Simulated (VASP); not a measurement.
A run of VASP 6.6.1 is set up as follows.

Contents of INCAR:

```
ALGO     = Normal         # electronic algorithm
EDIFF    = 1E-6           # SCF threshold, eV
ENCUT    = 520            # plane-wave cutoff, eV
GGA      = PS             # functional
ISIF     = 2              # what is computed and relaxed
ISMEAR   = -1             # smearing method
LASPH    = True           # aspherical terms in the spheres
LCHARG   = False          # write CHGCAR
LREAL    = False          # projectors in reciprocal space
LWAVE    = False          # write WAVECAR
NBANDS   = 30             # bands
NELM     = 60             # most SCF steps
PREC     = Accurate       # precision mode
SIGMA    = 0.05           # smearing width, eV
```

The input KPOINTS:

```
k-points
0
Gamma
  5 5 5
```

Contents of POSCAR:

```
CsSnI3
1.0
    6.3274112921      0.0000000000      0.0000000000
    0.0000000000      6.3274112921      0.0000000000
    0.0000000000      0.0000000000      6.3274112921
Cs I Sn
1 3 1
Direct
    0.0000000000      0.0000000000      0.0000000000
    0.5000000000      0.5000000000      0.0000000000
    0.5000000000      0.0000000000      0.5000000000
    0.0000000000      0.5000000000      0.5000000000
    0.5000000000      0.5000000000      0.5000000000
```

Potentials or basis: VASP PAW PBE potentials, release 64 (Cs_sv, I, Sn_d).

The run is started by

```sh
$ cat potpaw_PBE.64/Cs_sv/POTCAR potpaw_PBE.64/I/POTCAR potpaw_PBE.64/Sn_d/POTCAR > POTCAR
$ mpirun -np 1 vasp_std > vasp.out
```

(1) What does it give for the band gap on the k mesh?

(2) What does it give for the pressure?

Answers

(1) 1.78 eV, direct.

(2) -1.5 GPa.

Caveat: the PAW data sets were made with another functional, which shifts forces and pressure a little; spin-orbit coupling is left out, which moves the levels of the heavy elements.
